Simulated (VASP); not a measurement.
# InSb3 (Fmmm) in VASP: further runs

The runs below take InSb3 through single point, with PBEsol+D3(BJ).

Program: VASP 6.6.1. These are calculated values, not measurements. Logs are shortened: lines on timing, memory, paths and dates and some standing lists are left out, and cuts for length are marked.

### 1 The cell of the first run

It takes space group Fmmm (No. 69, orthorhombic). The conventional cell has a = 7.104 Å, b = 7.324 Å, c = 7.544 Å, α = 90.00°, β = 90.00°, γ = 90.00°. Within 4.2 Å of In (site symmetry mmm) lie 14 Sb at 3.17 to 3.77 Å. Within 4.2 Å of Sb (site symmetry 222) lie 4 In at 3.17 Å and 10 Sb at 3.17 to 3.77 Å. Sb (site symmetry mmm) has 8 Sb at 3.17 Å and 6 In at 3.55 to 3.77 Å within 4.2 Å.

### 2 Single point, PBEsol+D3(BJ) (strain +0.0300 x Voigt [1, -1, 0, 0, 0, 0])

INCAR

```
SYSTEM = InSb3
PREC = Accurate ; ENCUT = 520
EDIFF = 1E-6 ; ISMEAR = 0
SIGMA = 0.15 ; LREAL = .FALSE.
LASPH = .TRUE. ; NELM = 80
ALGO = Normal ; ISIF = 2
LWAVE = .FALSE. ; LCHARG = .TRUE.
GGA = PS ; IVDW = 12
LELF = .TRUE. ; LVHAR = .TRUE.
NBANDS = 22
```

KPOINTS

```
regular mesh
0
G
  12 12 12
  0 0 0
```

POSCAR

```
InSb3
1.0
    0.0000000000      3.5522044098      3.6620664019
    3.7719283940      0.0000000000      3.6620664019
    3.7719283940      3.5522044098      0.0000000000
In Sb
1 3
Direct
    0.0000000000      0.0000000000      0.0000000000
    0.2500000000      0.2500000000      0.2500000000
    0.7500000000      0.7500000000      0.7500000000
    0.5000000000      0.5000000000      0.5000000000
```

Potentials or basis: VASP PAW PBE potentials, release 64 (In_d, Sb).

On the command line:

```sh
$ cat potpaw_PBE.64/In_d/POTCAR potpaw_PBE.64/Sb/POTCAR > POTCAR
$ mpirun -np 1 vasp_std > vasp.out
```

OUTCAR:

```text
SYSTEM = InSb3
   PREC = Accurate
   ENCUT = 520
   EDIFF = 1E-6
   ISMEAR = 0
   LREAL = .FALSE.
   LASPH = .TRUE.
   NELM = 80
   ISIF = 2
   GGA = PS
   IVDW = 12
 IVDW          = 12

 ion  position               nearest neighbor table
   1  0.000  0.000  0.000-   3 3.17   3 3.17   2 3.17   3 3.17   2 3.17   2 3.17   3 3.17   2 3.17
                             4 3.55   4 3.55   4 3.66   4 3.66   4 3.77   4 3.77
   2  0.250  0.250  0.250-   1 3.17   1 3.17   1 3.17   4 3.17   4 3.17   4 3.17   1 3.17   4 3.17
                             3 3.55   3 3.55   3 3.66   3 3.66   3 3.77   3 3.77
   3  0.750  0.750  0.750-   4 3.17   4 3.17   1 3.17   4 3.17   1 3.17   1 3.17   4 3.17   1 3.17
                             2 3.55   2 3.55   2 3.66   2 3.66   2 3.77   2 3.77
   4  0.500  0.500  0.500-   2 3.17   2 3.17   2 3.17   3 3.17   3 3.17   3 3.17   2 3.17   3 3.17
                             1 3.55   1 3.55   1 3.66   1 3.66   1 3.77   1 3.77

  LATTYP: Found a face centered orthorhombic cell.
 ALAT       =     7.1044088196
 B/A-ratio  =     1.0309278351
 C/A-ratio  =     1.0618556701

  Lattice vectors:

 A1 = (  -3.7719283940,   0.0000000000,  -3.6620664019)
 A2 = (  -3.7719283940,   3.5522044098,   0.0000000000)
 A3 = (   0.0000000000,   3.5522044098,  -3.6620664019)

Analysis of symmetry for initial positions (statically):
=====================================================================
 Subroutine PRICEL returns:
 Original cell was already a primitive cell.

 Routine SETGRP: Setting up the symmetry group for a
 face centered orthorhombic supercell.

 Subroutine GETGRP returns: Found  8 space group operations
 (whereof  8 operations were pure point group operations)
 out of a pool of  8 trial point group operations.

The static configuration has the point symmetry D_2h.

Analysis of symmetry for dynamics (positions and initial velocities):
=====================================================================
 Subroutine PRICEL returns:
 Original cell was already a primitive cell.

 Routine SETGRP: Setting up the symmetry group for a
 face centered orthorhombic supercell.

 Subroutine GETGRP returns: Found  8 space group operations
 (whereof  8 operations were pure point group operations)
 out of a pool of  8 trial point group operations.

The dynamic configuration has the point symmetry D_2h.

 Subroutine INISYM returns: Found  8 space group operations
 (whereof  8 operations are pure point group operations),
 and found     1 'primitive' translations

----------------------------------------------------------------------------------------

                                     Primitive cell
[... 99 lines left out ...]
   IBRION =     -1    ionic relax: 0-MD 1-quasi-New 2-CG
   NFREE  =      0    steps in history (QN), initial steepest desc. (CG)
   ISIF   =      2    stress and relaxation
   ISYM   =      2    0-nonsym 1-usesym 2-fastsym
   POTIM  = 0.5000    time-step for ionic-motion
   TEBEG  =    0.0;   TEEND  =   0.0 temperature during run
   PSTRESS=    0.0 pullay stress
   NELECT =      28.0000    total number of electrons
   NUPDOWN=      -1.0000    fix difference up-down
   EMIN   =  10.00;   EMAX   =-10.00  energy-range for DOS
   EFERMI =   0.00;   METHOD = LEGACY
   ISMEAR =     0;   SIGMA  =   0.15  broadening in eV -4-tet -1-fermi 0-gaus
   EFERMI_NEDOS =   21; number of points for ismear=-14 and -15
   IALGO  =     38    algorithm
   IMIX   =      4    mixing-type and parameters
     AMIX     =   0.40;   BMIX     =  1.00
     AMIX_MAG =   1.60;   BMIX_MAG =  1.00
  volume/ion in A,a.u.               =      24.53       165.56
  Fermi-wavevector in a.u.,A,eV,Ry     =   1.077759  2.036669 15.804043  1.161564
  Thomas-Fermi vector in A             =   2.213679
   LORBIT       =      0    0 simple, 1 ext, 2 COOP (PROOUT), +10 PAW based schemes
   GGA     = PS    functional components
   LHFCALC =     F    Hartree Fock is set to
   AEXX    =    0.0000 exact exchange contribution
   IVDW    =    12    specifies the selected vdW correction
   LEPSILON=     F    determine dielectric tensor
   LRPA    =     F    only Hartree local field effects (RPA)
 non-spin polarized calculation
 Gauss-broadening in eV      SIGMA  =   0.15
  energy-cutoff  :      520.00
  volume of cell :       98.13
 maximum number of plane-waves:      2669
 NGX is ok and might be reduce to    40
   NGX = 19   NGY = 19   NGZ = 19

 number of electron      28.0000002 magnetization

 Free energy of the ion-electron system (eV)
  ---------------------------------------------------
  ext. energy  EPLUGINS =         0.00000000
  ---------------------------------------------------
  free energy    TOTEN  =       -16.08275897 eV

  energy without entropy =      -16.06186893  energy(sigma->0) =      -16.07231395

 E-fermi :   9.1773     XC(G=0): -10.7345

 val. band max:        9.1705642428   @ k =  -0.0833   0.4167   0.4167
 cond. band min:       9.1781282542   @ k =  -0.4167   0.0833   0.4167
 fundamental gap:      0.0075640114
 Fermi energy:         9.1773109423

 k-point     1 :       0.0000    0.0000    0.0000
  band No.  band energies     occupation
      1      -5.3085      2.00000
      2      -5.3063      2.00000
      3      -5.3044      2.00000
      4      -5.2653      2.00000
      5      -5.2557      2.00000
      6      -3.8471      2.00000
[... 589 lines left out ...]
     21      14.9011      0.00000
     22      17.1501      0.00000

 [... further k-points ...]

------------------------ aborting loop because EDIFF is reached ----------------------------------------

 Edisp (eV)   -2.04692

 E8    (eV) :    -1.4222

  FORCE on cell =-STRESS in cart. coord.  units (eV):
  Direction    XX          YY          ZZ          XY          YZ          ZX
  --------------------------------------------------------------------------------------
  -------------------------------------------------------------------------------------
  Total      -0.23525     0.65636     0.40493     0.00000     0.00000     0.00000
  in kB      -3.84085    10.71607     6.61115     0.00000     0.00000     0.00000
  external pressure =        4.50 kB  Pullay stress =        0.00 kB

 VOLUME and BASIS-vectors are now :
 -----------------------------------------------------------------------------
  energy-cutoff  :      520.00
  volume of cell :       98.13
      direct lattice vectors                 reciprocal lattice vectors
     0.000000000  3.552204410  3.662066402    -0.132558190  0.140757665  0.136534936
     3.771928394  0.000000000  3.662066402     0.132558190 -0.140757665  0.136534936
     3.771928394  3.552204410  0.000000000     0.132558190  0.140757665 -0.136534936

 POSITION                                       TOTAL-FORCE (eV/Angst)
 -----------------------------------------------------------------------------------
      0.00000      0.00000      0.00000         0.000000      0.000000     -0.000000
      1.88596      1.77610      1.83103         0.000000      0.000000      0.000000
      5.65789      5.32831      5.49310         0.000000     -0.000000     -0.000000
      3.77193      3.55220      3.66207        -0.000000      0.000000     -0.000000
 -----------------------------------------------------------------------------------
    total drift:                               -0.000000      0.000000      0.000000

  FREE ENERGIE OF THE ION-ELECTRON SYSTEM (eV)
  ---------------------------------------------------
  free  energy   TOTEN  =       -18.1296837937 eV

  energy  without entropy=      -18.1087937523  energy(sigma->0) =      -18.11923877
```

stdout:

```text
POSCAR found type information on POSCAR InSb
 POSCAR found :  2 types and       4 ions
 scaLAPACK will be used
 -----------------------------------------------------------------------------
|                                                                             |
|                                                                             |
|     You enforced a specific xc type in the INCAR file but a different       |
|     I HOPE YOU KNOW WHAT YOU ARE DOING!                                     |
|                                                                             |
 -----------------------------------------------------------------------------

 LDA part: xc-table for (Slater+PW92), standard interpolation
 POSCAR, INCAR and KPOINTS ok, starting setup
 FFT: planning ... GRIDC
 FFT: planning ... GRID_SOFT
 FFT: planning ... GRID
 WAVECAR not read
 entering main loop
```

Run time: 4.2 min. Hardware: 1 thread of Intel Xeon 6975P-C (Granite Rapids), shared host; peak memory 0.68 GiB.

What came out:

```
Free energy                : -18.1297 eV
Pressure                   : 0.4 GPa
Band gap on the k mesh     : zero (bands 14 and 15 overlap by 3.64 eV)
Dispersion energy per atom : -0.512 eV
```

Stress tensor (GPa, compression positive):
```
-0.38  0.00  0.00
 0.00  1.07  0.00
 0.00  0.00  0.66
```

Levels at points of the mesh, in eV from the Fermi level:
```tsv
k point	band 10	band 11	band 12	band 13	band 14	band 15	band 16	band 17	band 18	band 19
(0.00, 0.00, 0.00)	-2.80	-2.75	-2.65	-2.63	-2.56	-1.94	-1.11	-0.85	-0.42	3.18
(0.50, 0.00, 0.00)	-3.87	-3.63	-3.05	-2.84	0.00	0.18	1.91	2.40	2.91	3.38
(0.50, 0.50, 0.00)	-5.70	-5.62	0.59	0.66	1.50	1.63	1.64	2.05	2.54	4.45
(0.50, 0.00, 0.50)	-5.76	-5.72	0.49	0.75	1.24	1.38	1.71	2.22	2.44	4.83
(0.00, 0.50, 0.50)	-5.59	-5.55	0.90	0.94	1.49	1.70	1.80	2.03	2.31	4.26
```

Caveat: the cell differs from its parent crystal (strain +0.0300 x Voigt [1, -1, 0, 0, 0, 0]); the PAW data sets were made with another functional, which shifts forces and pressure a little; spin-orbit coupling is left out, which moves the levels of the heavy elements.

### 3 Single point, PBEsol+D3(BJ) (strain -0.0200 x Voigt [1, -1, 0, 0, 0, 0])

INCAR

```
PREC = Accurate
ENCUT = 520
EDIFF = 1E-6
ISMEAR = 0
SIGMA = 0.15
LREAL = False
LASPH = True
NELM = 100
ALGO = Normal
ISIF = 2
LWAVE = False
LCHARG = False
GGA = PS
IVDW = 12
NBANDS = 22
```

KPOINTS

```
regular mesh
0
Gamma
  12 12 12
```

POSCAR

```
InSb3
1.0
    0.0000000000      3.7353077299      3.6620664019
    3.5888250739      0.0000000000      3.6620664019
    3.5888250739      3.7353077299      0.0000000000
In Sb
1 3
Direct
    0.0000000000      0.0000000000      0.0000000000
    0.2500000000      0.2500000000      0.2500000000
    0.7500000000      0.7500000000      0.7500000000
    0.5000000000      0.5000000000      0.5000000000
```

Potentials or basis: VASP PAW PBE potentials, release 64 (In_d, Sb).

On the command line:

```sh
$ cat potpaw_PBE.64/In_d/POTCAR potpaw_PBE.64/Sb/POTCAR > POTCAR
$ mpirun -np 1 vasp_std > vasp.out
```

Wall time 4 min (1 thread of Intel Xeon 6975P-C (Granite Rapids), shared host); peak memory 0.67 GiB.

The run converged. Its results:

| Item | Value |
| --- | --- |
| Free energy | -18.1365 eV |
| Pressure | 0.4 GPa |
| Band gap on the k mesh | zero (bands 14 and 15 overlap by 3.48 eV) |
| Dispersion energy per atom | -0.511 eV |

Stress tensor (GPa, compression positive):
```
 0.71  0.00  0.00
 0.00 -0.06  0.00
 0.00  0.00  0.49
```

Levels at points of the mesh, in eV from the Fermi level:
```csv
k point,band 10,band 11,band 12,band 13,band 14,band 15,band 16,band 17,band 18,band 19
"(0.00, 0.00, 0.00)",-2.73,-2.72,-2.64,-2.61,-2.60,-1.89,-1.03,-0.83,-0.56,3.25
"(0.50, 0.00, 0.00)",-3.83,-3.68,-3.01,-2.87,0.02,0.20,2.00,2.33,3.00,3.31
"(0.50, 0.50, 0.00)",-5.66,-5.61,0.72,0.77,1.47,1.69,1.71,2.06,2.38,4.50
"(0.50, 0.00, 0.50)",-5.59,-5.56,0.87,1.01,1.37,1.83,1.89,1.97,2.23,4.35
"(0.00, 0.50, 0.50)",-5.70,-5.68,0.60,0.88,1.21,1.53,1.83,2.17,2.31,4.73
```

Caveat: the cell differs from its parent crystal (strain -0.0200 x Voigt [1, -1, 0, 0, 0, 0]); the PAW data sets were made with another functional, which shifts forces and pressure a little; spin-orbit coupling is left out, which moves the levels of the heavy elements.
